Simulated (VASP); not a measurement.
# Mg6NO6 in VASP: a series of runs, part 2 of 2

VASP 6.6.1. The steps go on from the part before.

## (3) Single point, PBE+D3(BJ)

INCAR

```
SYSTEM = Mg6NO6
PREC = Accurate
ENCUT = 520
EDIFF = 1E-6
ISMEAR = 0
SIGMA = 0.05
LREAL = Auto
LASPH = .True.
NELM = 60
ALGO = Normal
ISIF = 2
LWAVE = .False.
LCHARG = .False.
LDIPOL = .True.
IDIPOL = 3
DIPOL = 0.5 0.5 0.308
GGA = PE
IVDW = 12
NBANDS = 72
```

KPOINTS

```
regular mesh
0
Gamma
  6 6 1
  0 0 0
```

POSCAR

```
Mg6NO6
1.0
    5.9515779654      0.0000000000      0.0000000000
   -2.9757889827      5.1542177107      0.0000000000
    0.0000000000      0.0000000000     24.5450895495
O Mg N
12 12 2
Direct
    0.1666666667      0.3333333333      0.1629653863
    0.1666666667      0.8333333333      0.1629653863
    0.6666666667      0.3333333333      0.1629653863
    0.6666666667      0.8333333333      0.1629653863
    0.0000000000      0.0000000000      0.2619555132
    0.0000000000      0.5000000000      0.2619555132
    0.5000000000      0.0000000000      0.2619555132
    0.5000000000      0.5000000000      0.2619555132
    0.3333333333      0.1666666667      0.3629884506
    0.3333333333      0.6666666667      0.3629884506
    0.8333333333      0.1666666667      0.3629884506
    0.8333333333      0.6666666667      0.3629884506
    0.3333333333      0.1666666667      0.2124604498
    0.3333333333      0.6666666667      0.2124604498
    0.8333333333      0.1666666667      0.2124604498
    0.8333333333      0.6666666667      0.2124604498
    0.1666666667      0.3333333333      0.3075949074
    0.1666666667      0.8333333333      0.3075949074
    0.6666666667      0.3333333333      0.3075949074
    0.6666666667      0.8333333333      0.3075949074
    0.0000000000      0.0000000000      0.4092504747
    0.0000000000      0.5000000000      0.4092504747
    0.5000000000      0.0000000000      0.4092504747
    0.5000000000      0.5000000000      0.4092504747
    0.1666666667      0.3333333333      0.5477710530
    0.1666666667      0.3333333333      0.5925865343
```

Potentials or basis: VASP PAW PBE potentials, release 64 (O, Mg, N).

The run is started by

```sh
cat potpaw_PBE.64/O/POTCAR potpaw_PBE.64/Mg/POTCAR potpaw_PBE.64/N/POTCAR > POTCAR
mpirun -np 1 vasp_std > vasp.out
```

OUTCAR:

```text
SYSTEM = Mg6NO6
   PREC = Accurate
   ENCUT = 520
   EDIFF = 1E-6
   ISMEAR = 0
   LREAL = Auto
   LASPH = .True.
   NELM = 60
   ISIF = 2
   GGA = PE
   IVDW = 12
 IVDW          = 12

 ion  position               nearest neighbor table
   1  0.167  0.333  0.163-  13 2.10  15 2.10  14 2.10
   2  0.167  0.833  0.163-  14 2.10  16 2.10  13 2.10
   3  0.667  0.333  0.163-  15 2.10  13 2.10  16 2.10
   4  0.667  0.833  0.163-  16 2.10  14 2.10  15 2.10
   5  0.000  0.000  0.262-  20 2.05  17 2.05  18 2.05  13 2.10  16 2.10  15 2.10
   6  0.000  0.500  0.262-  19 2.05  18 2.05  17 2.05  14 2.10  15 2.10  16 2.10
   7  0.500  0.000  0.262-  18 2.05  19 2.05  20 2.05  15 2.10  14 2.10  13 2.10
   8  0.500  0.500  0.262-  17 2.05  20 2.05  19 2.05  16 2.10  13 2.10  14 2.10
   9  0.333  0.167  0.363-  21 2.06  24 2.06  23 2.06  17 2.19  19 2.19  18 2.19
  10  0.333  0.667  0.363-  22 2.06  23 2.06  24 2.06  18 2.19  20 2.19  17 2.19
  11  0.833  0.167  0.363-  23 2.06  22 2.06  21 2.06  19 2.19  17 2.19  20 2.19
  12  0.833  0.667  0.363-  24 2.06  21 2.06  22 2.06  20 2.19  18 2.19  19 2.19
  13  0.333  0.167  0.212-   5 2.10   8 2.10   7 2.10   1 2.10   3 2.10   2 2.10  17 2.90  19 2.90
                            18 2.90  15 2.98  15 2.98  14 2.98  14 2.98  16 2.98  16 2.98
  14  0.333  0.667  0.212-   6 2.10   7 2.10   8 2.10   2 2.10   4 2.10   1 2.10  18 2.90  20 2.90
                            17 2.90  16 2.98  16 2.98  15 2.98  13 2.98  13 2.98  15 2.98
  15  0.833  0.167  0.212-   7 2.10   6 2.10   5 2.10   3 2.10   1 2.10   4 2.10  19 2.90  17 2.90
[... 4 lines left out ...]
                            14 2.90  19 2.98  19 2.98  20 2.98  18 2.98  18 2.98  20 2.98  24 3.03
  18  0.167  0.833  0.308-   7 2.05   6 2.05   5 2.05  10 2.19  12 2.19   9 2.19  14 2.90  16 2.90
                            13 2.90  20 2.98  20 2.98  17 2.98  17 2.98  19 2.98  19 2.98  23 3.03
  19  0.667  0.333  0.308-   6 2.05   7 2.05   8 2.05  11 2.19   9 2.19  12 2.19  15 2.90  13 2.90
                            16 2.90  17 2.98  17 2.98  20 2.98  20 2.98  18 2.98  18 2.98  22 3.03
  20  0.667  0.833  0.308-   5 2.05   8 2.05   7 2.05  12 2.19  10 2.19  11 2.19  16 2.90  14 2.90
                            15 2.90  18 2.98  18 2.98  19 2.98  19 2.98  17 2.98  17 2.98  21 3.03
  21  0.000  0.000  0.409-   9 2.06  12 2.06  11 2.06  23 2.98  23 2.98  24 2.98  22 2.98  22 2.98
                            24 2.98  20 3.03  17 3.03  18 3.03
  22  0.000  0.500  0.409-  10 2.06  11 2.06  12 2.06  24 2.98  24 2.98  21 2.98  21 2.98  23 2.98
                            23 2.98  19 3.03  18 3.03  17 3.03
  23  0.500  0.000  0.409-  11 2.06  10 2.06   9 2.06  21 2.98  21 2.98  24 2.98  24 2.98  22 2.98
                            22 2.98  18 3.03  19 3.03  20 3.03
  24  0.500  0.500  0.409-  12 2.06   9 2.06  10 2.06  22 2.98  22 2.98  23 2.98  23 2.98  21 2.98
                            21 2.98  17 3.03  20 3.03  19 3.03
  25  0.167  0.333  0.548-  26 1.10
  26  0.167  0.333  0.593-  25 1.10

  LATTYP: Found a hexagonal cell.
 ALAT       =     5.9515779654
 C/A-ratio  =     4.1241313971

  Lattice vectors:

 A1 = (   5.9515779654,   0.0000000000,   0.0000000000)
 A2 = (  -2.9757889827,   5.1542177107,   0.0000000000)
 A3 = (   0.0000000000,   0.0000000000,  24.5450895495)

Analysis of symmetry for initial positions (statically):
=====================================================================
 Subroutine PRICEL returns:
 Original cell was already a primitive cell.

 Routine SETGRP: Setting up the symmetry group for a
 hexagonal supercell.

 Subroutine GETGRP returns: Found  6 space group operations
 (whereof  2 operations were pure point group operations)
 out of a pool of 24 trial point group operations.

The static configuration has the point symmetry C_1h.
 The point group associated with its full space group is C_3v.

Analysis of symmetry for dynamics (positions and initial velocities):
=====================================================================
 Subroutine PRICEL returns:
[... 138 lines left out ...]
   ENCUT  =  520.0 eV  38.22 Ry    6.18 a.u.  11.07 11.07 45.64*2*pi/ulx,y,z
   NELM   =     60;   NELMIN=  2; NELMDL= -5     # of ELM steps
   EDIFF  = 0.1E-05   stopping-criterion for ELM
   LREAL  =      T    real-space projection
   EDIFFG = 0.1E-04   stopping-criterion for IOM
   NSW    =      0    number of steps for IOM
   IBRION =     -1    ionic relax: 0-MD 1-quasi-New 2-CG
   NFREE  =      0    steps in history (QN), initial steepest desc. (CG)
   ISIF   =      2    stress and relaxation
   ISYM   =      2    0-nonsym 1-usesym 2-fastsym
   POTIM  = 0.5000    time-step for ionic-motion
   TEBEG  =    0.0;   TEEND  =   0.0 temperature during run
   PSTRESS=    0.0 pullay stress
   NELECT =     106.0000    total number of electrons
   NUPDOWN=      -1.0000    fix difference up-down
   EMIN   =  10.00;   EMAX   =-10.00  energy-range for DOS
   EFERMI =   0.00;   METHOD = LEGACY
   ISMEAR =     0;   SIGMA  =   0.05  broadening in eV -4-tet -1-fermi 0-gaus
   EFERMI_NEDOS =   21; number of points for ismear=-14 and -15
   IALGO  =     38    algorithm
   IMIX   =      4    mixing-type and parameters
     AMIX     =   0.40;   BMIX     =  1.00
     AMIX_MAG =   1.60;   BMIX_MAG =  1.00
  volume/ion in A,a.u.               =      28.96       195.43
  Fermi-wavevector in a.u.,A,eV,Ry     =   0.851642  1.609370  9.868220  0.725294
  Thomas-Fermi vector in A             =   1.967806
   LORBIT       =      0    0 simple, 1 ext, 2 COOP (PROOUT), +10 PAW based schemes
   GGA     = PE    functional components
   LHFCALC =     F    Hartree Fock is set to
   AEXX    =    0.0000 exact exchange contribution
   IVDW    =    12    specifies the selected vdW correction
   LEPSILON=     F    determine dielectric tensor
   LRPA    =     F    only Hartree local field effects (RPA)
 non-spin polarized calculation
 Gauss-broadening in eV      SIGMA  =   0.05
  energy-cutoff  :      520.00
  volume of cell :      752.94
 maximum number of plane-waves:     20320
 NGX is ok and might be reduce to    48
   NGX = 23   NGY = 23   NGZ = 91

 dipolmoment           0.000000      0.000000      0.123610 electrons x Angstroem

 number of electron     105.9999993 magnetization

 dipolmoment           0.000000      0.000000     -0.963225 electrons x Angstroem

 Free energy of the ion-electron system (eV)
  ---------------------------------------------------
  ext. energy  EPLUGINS =         0.00000000
  ---------------------------------------------------
  free energy    TOTEN  =      -137.81811277 eV

  energy without entropy =     -137.80180879  energy(sigma->0) =     -137.80996078

 E-fermi :  -3.0839     XC(G=0):  -4.6010

 val. band max:       -3.1158410828   @ k =   0.1667   0.0000   0.0000
 cond. band min:      -3.0602122207   @ k =   0.3333   0.1667   0.0000
 fundamental gap:      0.0556288621
 Fermi energy:        -3.0839027557

 k-point     1 :       0.0000    0.0000    0.0000
  band No.  band energies     occupation
      1     -27.2458      2.00000
      2     -23.0308      2.00000
      3     -22.1523      2.00000
      4     -22.1523      2.00000
      5     -22.1309      2.00000
      6     -21.9078      2.00000
[... 465 lines left out ...]
     64       2.2918      0.00000
     65       2.6583      0.00000
 [bands above 65 left out]

------------------------ aborting loop because EDIFF is reached ----------------------------------------

 vacuum level on the upper side and lower side of the slab       (xc-potential included)        -3.075         2.506

 Edisp (eV)   -5.09580

 E8    (eV) :    -2.0639

  FORCE on cell =-STRESS in cart. coord.  units (eV):
  Direction    XX          YY          ZZ          XY          YZ          ZX
  --------------------------------------------------------------------------------------
  -------------------------------------------------------------------------------------
  Total       1.95224     1.95224     2.54418    -0.00000     0.00000    -0.00000
  in kB       4.15417     4.15417     5.41376    -0.00000     0.00000    -0.00000
  external pressure =        4.57 kB  Pullay stress =        0.00 kB

 VOLUME and BASIS-vectors are now :
 -----------------------------------------------------------------------------
  energy-cutoff  :      520.00
  volume of cell :      752.94
      direct lattice vectors                 reciprocal lattice vectors
     5.951577965  0.000000000  0.000000000     0.168022667  0.097007932  0.000000000
    -2.975788983  5.154217711  0.000000000     0.000000000  0.194015864  0.000000000
     0.000000000  0.000000000 24.545089549     0.000000000  0.000000000  0.040741347

 POSITION                                       TOTAL-FORCE (eV/Angst)
 -----------------------------------------------------------------------------------
      0.00000      1.71807      4.00000         0.000000     -0.000000      1.290783
     -1.48789      4.29518      4.00000         0.000584      0.000337      1.293678
      2.97579      1.71807      4.00000         0.000000     -0.000674      1.293678
      1.48789      4.29518      4.00000        -0.000584      0.000337      1.293678
      0.00000      0.00000      6.42972         0.000000      0.002325      1.441063
     -1.48789      2.57711      6.42972         0.002013     -0.001162      1.441063
[... 18 lines left out ...]
      0.00000      1.71807     13.44509         0.000000     -0.000000     -2.107030
      0.00000      1.71807     14.54509         0.000000     -0.000000      2.238592
 -----------------------------------------------------------------------------------
    total drift:                                0.000002     -0.000000     -0.008376

  FREE ENERGIE OF THE ION-ELECTRON SYSTEM (eV)
  ---------------------------------------------------
  free  energy   TOTEN  =      -142.9139108372 eV

  energy  without entropy=     -142.8976068592  energy(sigma->0) =     -142.90575885

 vacuum level on the upper side and lower side of the slab         1.066         6.755
```

It took 16 min on 1 thread of AMD EPYC 9R14 (Zen 4), shared host; peak memory 0.94 GiB.

What came out:

```yaml
Free_energy: -142.9139 eV
Largest_force: 2.709 eV/Å
Band_gap_on_the_k_mesh: zero (bands 53 and 54 overlap by 0.49 eV)
Dispersion_energy_per_atom: -0.196 eV
```

Forces in eV/Å, atoms in the order of the input:
```
O    0.000  0.000  1.291
O    0.001  0.000  1.294
O    0.000 -0.001  1.294
O   -0.001  0.000  1.294
O    0.000  0.002  1.441
O    0.002 -0.001  1.441
O    0.000  0.000  1.449
O   -0.002 -0.001  1.441
O   -0.025  0.014  0.006
O    0.000 -0.028  0.006
O    0.025  0.014  0.006
O    0.000  0.000 -0.040
Mg  -0.002  0.001 -2.709
Mg   0.000 -0.002 -2.709
Mg   0.002  0.001 -2.709
Mg   0.000  0.000 -2.707
Mg   0.000  0.000  0.014
Mg  -0.013 -0.007  0.022
Mg   0.000  0.015  0.022
Mg   0.013 -0.007  0.022
Mg   0.000 -0.095 -0.091
Mg  -0.082  0.047 -0.091
Mg   0.000  0.000 -0.026
Mg   0.082  0.047 -0.091
N    0.000  0.000 -2.107
N    0.000  0.000  2.239
```

Caveat: the standard files for N, O and F lose accuracy on very short bonds.

## (4) Single point, PBE+D3(BJ)

INCAR

```
PREC = Accurate
ENCUT = 520
EDIFF = 1E-6
ISMEAR = 0
SIGMA = 0.05
LREAL = Auto
LASPH = T
NELM = 100
ALGO = Normal
ISIF = 2
LWAVE = F
LCHARG = T
LDIPOL = T
IDIPOL = 3
DIPOL = 0.5 0.5 0.308
GGA = PE
IVDW = 12
LELF = T
LVHAR = T
LVACPOTAV = T
NBANDS = 72
```

KPOINTS

```
regular mesh
0
Gamma
  6 6 1
```

POSCAR: that of step 3 with these lines changed.

```diff
@@ -32,3 +32,3 @@
     0.5000000000      0.5000000000      0.4092504747
-    0.1666666667      0.3333333333      0.5477710530
-    0.1666666667      0.3333333333      0.5925865343
+    0.3333333333      0.1666666667      0.5477710530
+    0.3333333333      0.1666666667      0.5925865343
```

The run is started by

```sh
cat potpaw_PBE.64/O/POTCAR potpaw_PBE.64/Mg/POTCAR potpaw_PBE.64/N/POTCAR > POTCAR
mpirun -np 1 vasp_std > vasp.out
```

Wall time 21 min (1 thread of AMD EPYC 9R14 (Zen 4), shared host); peak memory 0.95 GiB.

The run converged. Its results:

```
Free energy                : -142.9164 eV
Largest force              : 2.710 eV/Å
Band gap on the k mesh     : zero (bands 53 and 54 overlap by 0.50 eV)
Dispersion energy per atom : -0.196 eV
```

Forces on the atoms (eV/Å):
```
O    0.000  0.000  1.292
O    0.000  0.000  1.292
O    0.000  0.000  1.292
O    0.000  0.000  1.295
O    0.005  0.003  1.444
O    0.000  0.000  1.437
O   -0.005  0.003  1.444
O    0.000 -0.006  1.444
O    0.000  0.000  0.074
O    0.002  0.001 -0.031
O    0.000 -0.003 -0.031
O   -0.002  0.001 -0.031
Mg   0.000  0.000 -2.710
Mg  -0.002 -0.001 -2.707
Mg   0.000  0.003 -2.707
Mg   0.002 -0.001 -2.707
Mg  -0.019  0.011  0.018
Mg   0.000 -0.022  0.018
Mg   0.019  0.011  0.018
Mg   0.000  0.000  0.031
Mg  -0.076 -0.044 -0.084
Mg   0.000  0.000 -0.047
Mg   0.076 -0.044 -0.084
Mg   0.000  0.087 -0.084
N    0.000  0.000 -2.115
N    0.000  0.000  2.241
```

Levels at points of the mesh, in eV from the Fermi level:
| k point | band 51 | band 52 | band 53 | band 54 | band 55 | band 56 |
| --- | --- | --- | --- | --- | --- | --- |
| (0.00, 0.00, 0.00) | -0.06 | -0.06 | 0.45 | 0.45 | 1.58 | 1.58 |
| (0.50, 0.00, 0.00) | -0.36 | -0.16 | -0.16 | 0.18 | 0.18 | 1.10 |

Caveat: the standard files for N, O and F lose accuracy on very short bonds.

## (5) Overview

```tsv
cell	gap on the mesh (eV)	largest force (eV/Å)
as given, atomic positions A	none	2.71
as given, atomic positions B	none	2.71
as given, atomic positions C	none	2.71
```

Alike in all rows: task single point; level PBE+D3(BJ); potentials or basis VASP PAW PBE potentials, release 64 (O, Mg, N); no spin polarisation; k mesh 6 × 6 × 1; cutoff (eV) 520; smearing gaussian 0.05 eV.

Caveats: the standard files for N, O and F lose accuracy on very short bonds.

Absolute energies hang on the potentials; compare differences alone.

The gap in the log of VASP goes by the Fermi energy; the results here count the filled bands.